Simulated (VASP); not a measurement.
# KCl (Pm-3m) in VASP: notebook

The runs below take KCl through single point, with PBE-based screened hybrid with 50 % exact exchange, HSE06, PBE-based screened hybrid with 100 % exact exchange, PBE-based screened hybrid with 10 % exact exchange.

Everything below comes from runs of VASP 6.6.1. Logs are shortened: lines on timing, memory, paths and dates and some standing lists are left out, and cuts for length are marked.

### 1 The cell of the first run

Symmetry: Pm-3m, No. 221, cubic system. The conventional cell has a = 3.771 Å, b = 3.771 Å, c = 3.771 Å, α = 90.00°, β = 90.00°, γ = 90.00°. K (site symmetry m-3m) has 8 Cl at 3.27 Å and 6 K at 3.77 Å within 4.3 Å. Cl (site symmetry m-3m) has 8 K at 3.27 Å and 6 Cl at 3.77 Å within 4.3 Å.

### 2 Single point, PBE-based screened hybrid with 50 % exact exchange

POSCAR

```
KCl
1.0
    3.7708086043      0.0000000000      0.0000000000
    0.0000000000      3.7708086043      0.0000000000
    0.0000000000      0.0000000000      3.7708086043
K Cl
1 1
Direct
    0.0000000000      0.0000000000      0.0000000000
    0.5000000000      0.5000000000      0.5000000000
```

INCAR.step1

```
  ALGO = Normal
  EDIFF = 1E-5
  ENCUT = 520
  GGA = PE
  ISIF = 2
  ISMEAR = 0
  LASPH = True
  LCHARG = False
  LREAL = False
  LWAVE = True
  NBANDS = 15
  NELM = 100
  PREC = Accurate
  SIGMA = 0.01
```

INCAR.step2

```
  AEXX = 0.5
  ALGO = Normal
  EDIFF = 1E-6
  ENCUT = 520
  GGA = PE
  HFSCREEN = 0.3
  ISIF = 2
  ISMEAR = 0
  ISTART = 1
  LASPH = True
  LCHARG = False
  LHFCALC = True
  LREAL = False
  LWAVE = False
  NBANDS = 15
  NELM = 100
  PREC = Accurate
  PRECFOCK = Normal
  SIGMA = 0.01
```

KPOINTS

```
k-points
0
Gamma
  4 4 4
```

Potentials or basis: VASP PAW PBE potentials, release 64 (K_sv, Cl).

Started as:

```
cat potpaw_PBE.64/K_sv/POTCAR potpaw_PBE.64/Cl/POTCAR > POTCAR
cp INCAR.step1 INCAR
mpirun -np 1 vasp_std > vasp.out
cp INCAR.step2 INCAR
mpirun -np 1 vasp_std > vasp.out
```

OUTCAR:

```text
AEXX = 0.5
   EDIFF = 1E-6
   ENCUT = 520
   GGA = PE
   HFSCREEN = 0.3
   ISIF = 2
   ISMEAR = 0
   ISTART = 1
   LASPH = True
   LHFCALC = True
   LREAL = False
   NELM = 100
   PREC = Accurate
   PRECFOCK = Normal

 ion  position               nearest neighbor table
   1  0.000  0.000  0.000-
   2  0.500  0.500  0.500-

  LATTYP: Found a simple cubic cell.
 ALAT       =     3.7708086043

  Lattice vectors:

 A1 = (   3.7708086043,   0.0000000000,   0.0000000000)
 A2 = (   0.0000000000,   3.7708086043,   0.0000000000)
 A3 = (   0.0000000000,   0.0000000000,   3.7708086043)

Analysis of symmetry for initial positions (statically):
=====================================================================
 Subroutine PRICEL returns:
 Original cell was already a primitive cell.

 Routine SETGRP: Setting up the symmetry group for a
 simple cubic supercell.

 Subroutine GETGRP returns: Found 48 space group operations
 (whereof 48 operations were pure point group operations)
 out of a pool of 48 trial point group operations.

The static configuration has the point symmetry O_h .

Analysis of symmetry for dynamics (positions and initial velocities):
=====================================================================
 Subroutine PRICEL returns:
 Original cell was already a primitive cell.

 Routine SETGRP: Setting up the symmetry group for a
 simple cubic supercell.

 Subroutine GETGRP returns: Found 48 space group operations
 (whereof 48 operations were pure point group operations)
 out of a pool of 48 trial point group operations.

The dynamic configuration has the point symmetry O_h .

 Subroutine INISYM returns: Found 48 space group operations
 (whereof 48 operations are pure point group operations),
 and found     1 'primitive' translations

----------------------------------------------------------------------------------------

                                     Primitive cell

  volume of cell :      53.6171

  direct lattice vectors                    reciprocal lattice vectors
     3.770808604  0.000000000  0.000000000     0.265195109  0.000000000  0.000000000
     0.000000000  3.770808604  0.000000000     0.000000000  0.265195109  0.000000000
     0.000000000  0.000000000  3.770808604     0.000000000  0.000000000  0.265195109

  length of vectors
     3.770808604  3.770808604  3.770808604     0.265195109  0.265195109  0.265195109

  position of ions in fractional coordinates (direct lattice)
     0.000000000  0.000000000  0.000000000
     0.500000000  0.500000000  0.500000000

  ion indices of the primitive-cell ions
   primitive index   ion index
                 1           1
                 2           2

----------------------------------------------------------------------------------------

 KPOINTS: k-points

Automatic generation of k-mesh.
 Grid dimensions read from file:
 generate k-points for:    4    4    4

 Generating k-lattice:

  Cartesian coordinates                     Fractional coordinates (reciprocal lattice)
     0.066298777  0.000000000  0.000000000     0.250000000  0.000000000  0.000000000
     0.000000000  0.066298777  0.000000000     0.000000000  0.250000000  0.000000000
     0.000000000  0.000000000  0.066298777     0.000000000  0.000000000  0.250000000

  Length of vectors
     0.066298777  0.066298777  0.066298777

  Shift w.r.t. Gamma in fractional coordinates (k-lattice)
     0.000000000  0.000000000  0.000000000

 Subroutine IBZKPT returns following result:
 ===========================================

 Found     10 irreducible k-points:

 Following reciprocal coordinates:
            Coordinates               Weight
  0.000000  0.000000  0.000000      1.000000
  0.250000  0.000000  0.000000      6.000000
  0.500000  0.000000  0.000000      3.000000
  0.250000  0.250000  0.000000     12.000000
  0.500000  0.250000  0.000000     12.000000
  0.500000  0.500000  0.000000      3.000000
  0.250000  0.250000  0.250000      8.000000
  0.500000  0.250000  0.250000     12.000000
  0.500000  0.500000  0.250000      6.000000
  0.500000  0.500000  0.500000      1.000000
   k-points           NKPTS =     10   k-points in BZ     NKDIM =     64   number of bands    NBANDS=     15
   number of dos      NEDOS =    301   number of ions     NIONS =      2
   total plane-waves  NPLWV =  21952
   dimension x,y,z NGX =    28 NGY =   28 NGZ =   28
   dimension x,y,z NGXF=    56 NGYF=   56 NGZF=   56
   ions per type =               1   1
   NGX,Y,Z   is equivalent  to a cutoff of  12.34, 12.34, 12.34 a.u.
   NGXF,Y,Z  is equivalent  to a cutoff of  24.69, 24.69, 24.69 a.u.
 SYSTEM =  unknown system
   PREC   = accura    normal or accurate (medium, high low for compatibility)
   ISTART =      1    job   : 0-new  1-cont  2-samecut
   ICHARG =      0    charge: 1-file 2-atom 10-const
   ISPIN  =      1    spin polarized calculation?
   LNONCOLLINEAR =      F non collinear calculations
   LSORBIT =      F    spin-orbit coupling
   LASPH  =      T    aspherical Exc in radial PAW
   ENCUT  =  520.0 eV  38.22 Ry    6.18 a.u.   7.01  7.01  7.01*2*pi/ulx,y,z
   NELM   =    100;   NELMIN=  2; NELMDL=  0     # of ELM steps
   EDIFF  = 0.1E-05   stopping-criterion for ELM
   LREAL  =      F    real-space projection
   EDIFFG = 0.1E-04   stopping-criterion for IOM
   NSW    =      0    number of steps for IOM
   IBRION =     -1    ionic relax: 0-MD 1-quasi-New 2-CG
   NFREE  =      0    steps in history (QN), initial steepest desc. (CG)
   ISIF   =      2    stress and relaxation
   ISYM   =      3    0-nonsym 1-usesym 2-fastsym
   POTIM  = 0.5000    time-step for ionic-motion
   TEBEG  =    0.0;   TEEND  =   0.0 temperature during run
   PSTRESS=    0.0 pullay stress
   NELECT =      16.0000    total number of electrons
   NUPDOWN=      -1.0000    fix difference up-down
   EMIN   =  10.00;   EMAX   =-10.00  energy-range for DOS
   EFERMI =   0.00;   METHOD = LEGACY
   ISMEAR =     0;   SIGMA  =   0.01  broadening in eV -4-tet -1-fermi 0-gaus
   EFERMI_NEDOS =   21; number of points for ismear=-14 and -15
   IALGO  =     38    algorithm
   IMIX   =      1    mixing-type and parameters
     AMIX     =   0.40;   BMIX     =  1.00
     AMIX_MAG =   1.60;   BMIX_MAG =  1.00
  volume/ion in A,a.u.               =      26.81       180.91
  Fermi-wavevector in a.u.,A,eV,Ry     =   1.093991  2.067343 16.283668  1.196816
  Thomas-Fermi vector in A             =   2.230287
   LORBIT       =      0    0 simple, 1 ext, 2 COOP (PROOUT), +10 PAW based schemes
   GGA     = PE    functional components
   LHFCALC =     T    Hartree Fock is set to
   PRECFOCK=normal    Normal, Fast or Accurate (Low or Medium for compatibility)
   ENCUT4O =  -1.0   cutoff for four orbital integrals eV
   NKREDX  =     1    reduce k-point grid by
   NKREDY  =     1    reduce k-point grid by
   NKREDZ  =     1    reduce k-point grid by
   AEXX    =    0.5000 exact exchange contribution
   HFSCREEN=    0.3000 screening length (either q_TF or 0.3 A-1)
   HFSCREENC=   0.3000 screening length for correlation (either q_TF or 0.3 A-1)
   ENCUTFOCK=  -1.0 apply spherical cutoff to Coloumb kernel
   IVDW    =     0    specifies the selected vdW correction
   LEPSILON=     F    determine dielectric tensor
   LRPA    =     F    only Hartree local field effects (RPA)
 non-spin polarized calculation
 Gauss-broadening in eV      SIGMA  =   0.01
  energy-cutoff  :      520.00
  volume of cell :       53.62
 maximum number of plane-waves:      1472
  NGX = 24; NGY = 24; NGZ = 24

 number of electron      16.0000004 magnetization

 Free energy of the ion-electron system (eV)
  ---------------------------------------------------
  ext. energy  EPLUGINS =         0.00000000
  ---------------------------------------------------
  free energy    TOTEN  =        -8.47288335 eV

  energy without entropy =       -8.47288335  energy(sigma->0) =       -8.47288335

 E-fermi :  -2.1364     XC(G=0):  -5.8237

 val. band max:       -2.2015323802   @ k =   0.5000   0.5000   0.0000
 cond. band min:       5.0439966924   @ k =   0.0000   0.0000   0.0000
 fundamental gap:      7.2455290726
 Fermi energy:        -2.1363977191

 k-point     1 :       0.0000    0.0000    0.0000
  band No.  band energies     occupation
      1     -34.2707      2.00000
      2     -17.1520      2.00000
      3     -14.9719      2.00000
      4     -14.9719      2.00000
      5     -14.9719      2.00000
      6      -2.4419      2.00000
      7      -2.4419      2.00000
      8      -2.4419      2.00000
      9       5.0440      0.00000
     10       6.6770      0.00000
     11       6.6770      0.00000
     12      11.7221      0.00000
     13      11.7221      0.00000
     14      11.7221      0.00000
     15      14.6850      0.00000

 k-point     2 :       0.2500    0.0000    0.0000
  band No.  band energies     occupation
      1     -34.2580      2.00000
      2     -17.1965      2.00000
      3     -14.9513      2.00000
      4     -14.9513      2.00000
      5     -14.9310      2.00000
      6      -3.4488      2.00000
      7      -2.4434      2.00000
      8      -2.4434      2.00000
      9       6.3446      0.00000
     10       7.2662      0.00000
     11       7.9726      0.00000
     12      11.5069      0.00000
     13      11.5069      0.00000
     14      12.0899      0.00000
     15      12.4174      0.00000
[... 113 lines left out ...]
      3     -15.2048      2.00000
      4     -15.2048      2.00000
      5     -15.0364      2.00000
      6      -3.7074      2.00000
      7      -3.7074      2.00000
      8      -3.0620      2.00000
      9       7.4152      0.00000
     10       9.2243      0.00000
     11       9.2243      0.00000
     12       9.2992      0.00000
     13      11.5497      0.00000
     14      11.5497      0.00000
     15      13.7939      0.00000

 k-point    10 :       0.5000    0.5000    0.5000
  band No.  band energies     occupation
      1     -34.2002      2.00000
      2     -16.6161      2.00000
      3     -15.1664      2.00000
      4     -15.1664      2.00000
      5     -15.1664      2.00000
      6      -3.7822      2.00000
      7      -3.7822      2.00000
      8      -3.7822      2.00000
      9       9.0545      0.00000
     10       9.0545      0.00000
     11       9.0545      0.00000
     12      10.9309      0.00000
     13      10.9309      0.00000
     14      10.9309      0.00000
     15      13.8718      0.00000

------------------------ aborting loop because EDIFF is reached ----------------------------------------

  FORCE on cell =-STRESS in cart. coord.  units (eV):
  Direction    XX          YY          ZZ          XY          YZ          ZX
  --------------------------------------------------------------------------------------
  -------------------------------------------------------------------------------------
  Total        0.0817671      0.0817671      0.0817671      0.0000000      0.0000000      0.0000000
  in kB        2.4433508      2.4433508      2.4433508      0.0000000      0.0000000      0.0000000
  external PRESSURE =       2.4433508 kB  Pullay stress =       0.0000000 kB

 VOLUME and BASIS-vectors are now :
 -----------------------------------------------------------------------------
  energy-cutoff  :      520.00
  volume of cell :       53.62
      direct lattice vectors                 reciprocal lattice vectors
     3.770808604  0.000000000  0.000000000     0.265195109  0.000000000  0.000000000
     0.000000000  3.770808604  0.000000000     0.000000000  0.265195109  0.000000000
     0.000000000  0.000000000  3.770808604     0.000000000  0.000000000  0.265195109

 POSITION                                       TOTAL-FORCE (eV/Angst)
 -----------------------------------------------------------------------------------
      0.00000      0.00000      0.00000         0.000000      0.000000      0.000000
      1.88540      1.88540      1.88540         0.000000      0.000000      0.000000
 -----------------------------------------------------------------------------------
    total drift:                               -0.000000     -0.000000     -0.000000

  FREE ENERGIE OF THE ION-ELECTRON SYSTEM (eV)
  ---------------------------------------------------
  free  energy   TOTEN  =        -8.4728833526 eV

  energy  without entropy=       -8.4728833526  energy(sigma->0) =       -8.47288335
```

Wall time 4.7 min (1 thread of Intel Xeon Platinum 8375C at 2.90GHz (Ice Lake), shared host); peak memory 0.26 GiB.

Results:

| Property | Result |
| --- | --- |
| Free energy | -8.4729 eV |
| Pressure | 0.2 GPa |
| Band gap on the k mesh | 7.25 eV (least direct gap 7.49 eV) |

Caveat: the PAW data sets were made with another functional, which shifts forces and pressure a little.

### 3 Single point, HSE06

POSCAR is that of step 2.

INCAR.step1

```
SYSTEM = KCl
PREC = Accurate
ENCUT = 520
EDIFF = 1E-5
ISMEAR = 0
SIGMA = 0.01
LREAL = .False.
LASPH = .True.
NELM = 80
ALGO = Normal
ISIF = 2
LWAVE = .True.
GGA = PE
NBANDS = 15
```

INCAR.step2

```
SYSTEM = KCl
PREC = Accurate
ENCUT = 520
EDIFF = 1E-6
ISMEAR = 0
SIGMA = 0.01
LREAL = .False.
LASPH = .True.
NELM = 80
ALGO = Normal
ISIF = 2
LWAVE = .False.
LCHARG = .True.
GGA = PE
LHFCALC = .True.
HFSCREEN = 0.2079
PRECFOCK = Normal
LELF = .True.
LVHAR = .True.
ISTART = 1
NBANDS = 15
```

KPOINTS

```
Automatic mesh
0
Gamma
  4 4 4
  0 0 0
```

Potentials or basis: VASP PAW PBE potentials, release 64 (K_sv, Cl).

Started as:

```
cat potpaw_PBE.64/K_sv/POTCAR potpaw_PBE.64/Cl/POTCAR > POTCAR
cp INCAR.step1 INCAR
mpirun -np 1 vasp_std > vasp.out
cp INCAR.step2 INCAR
mpirun -np 1 vasp_std > vasp.out
```

Run time: 4.1 min. Hardware: 1 thread of Intel Xeon Platinum 8375C at 2.90GHz (Ice Lake), shared host; peak memory 0.26 GiB.

Results (log left out):

| Property | Result |
| --- | --- |
| Free energy | -7.7126 eV |
| Pressure | 0.7 GPa |
| Band gap on the k mesh | 6.37 eV (least direct gap 6.60 eV) |

Levels at points of the mesh, in eV from the valence-band top:
| k point | band 6 | band 7 | band 8 | band 9 | band 10 | band 11 |
| --- | --- | --- | --- | --- | --- | --- |
| (0.00, 0.00, 0.00) | -0.23 | -0.23 | -0.23 | 6.37 | 7.95 | 7.95 |
| (0.50, 0.00, 0.00) | -2.02 | -0.24 | -0.24 | 9.36 | 9.54 | 10.09 |
| (0.50, 0.50, 0.00) | -1.38 | -1.38 | 0.00 | 7.60 | 8.86 | 10.64 |
| (0.50, 0.50, 0.50) | -1.53 | -1.53 | -1.53 | 10.37 | 10.37 | 10.37 |

Caveat: the PAW data sets were made with another functional, which shifts forces and pressure a little.

### 4 Single point, PBE-based screened hybrid with 100 % exact exchange

POSCAR is that of step 3.

INCAR.step1

```
PREC     = Accurate       # precision mode
ENCUT    = 520            # plane-wave cutoff, eV
EDIFF    = 1E-5           # SCF threshold, eV
ISMEAR   = 0              # smearing method
SIGMA    = 0.01           # smearing width, eV
LREAL    = False          # projectors in reciprocal space
LASPH    = True           # aspherical terms in the spheres
NELM     = 100            # most SCF steps
ALGO     = Normal         # electronic algorithm
ISIF     = 2              # what is computed and relaxed
LWAVE    = True           # write WAVECAR
LCHARG   = False          # write CHGCAR
GGA      = PE             # functional
NBANDS   = 15             # bands
```

INCAR.step2

```
PREC     = Accurate       # precision mode
ENCUT    = 520            # plane-wave cutoff, eV
EDIFF    = 1E-7           # SCF threshold, eV
ISMEAR   = 0              # smearing method
SIGMA    = 0.01           # smearing width, eV
LREAL    = False          # projectors in reciprocal space
LASPH    = True           # aspherical terms in the spheres
NELM     = 100            # most SCF steps
ALGO     = Normal         # electronic algorithm
ISIF     = 2              # what is computed and relaxed
LWAVE    = False          # write WAVECAR
LCHARG   = False          # write CHGCAR
GGA      = PE             # functional
LHFCALC  = True           # exact exchange
AEXX     = 1.0            # exact-exchange fraction
HFSCREEN = 0.5            # screening, 1/A
PRECFOCK = Normal       
ISTART   = 1            
NBANDS   = 15             # bands
ALDAC    = 1.0          
AGGAC    = 1.0
```

KPOINTS

```
regular mesh
0
Gamma
  4 4 4
```

Started as:

```
cat potpaw_PBE.64/K_sv/POTCAR potpaw_PBE.64/Cl/POTCAR > POTCAR
cp INCAR.step1 INCAR
mpirun -np 1 vasp_std > vasp.out
cp INCAR.step2 INCAR
mpirun -np 1 vasp_std > vasp.out
```

Wall time 7.3 min (1 thread of Intel Xeon Platinum 8375C at 2.90GHz (Ice Lake), shared host); peak memory 0.26 GiB.

Results (log left out):

```
Free energy            : -9.2517 eV
Pressure               : -0.5 GPa
Band gap on the k mesh : 7.92 eV (least direct gap 8.15 eV)
```

Levels at points of the mesh, in eV from the valence-band top:
```csv
k point,band 6,band 7,band 8,band 9,band 10,band 11
"(0.00, 0.00, 0.00)",-0.24,-0.24,-0.24,7.92,9.59,9.59
"(0.50, 0.00, 0.00)",-2.03,-0.24,-0.24,10.96,11.48,11.88
"(0.50, 0.50, 0.00)",-1.44,-1.44,0.00,9.17,10.61,12.62
"(0.50, 0.50, 0.50)",-1.57,-1.57,-1.57,11.93,11.93,11.93
```

Caveat: the PAW data sets were made with another functional, which shifts forces and pressure a little. A k mesh can miss the band edges.

(Part 1 of 2 ends here.)
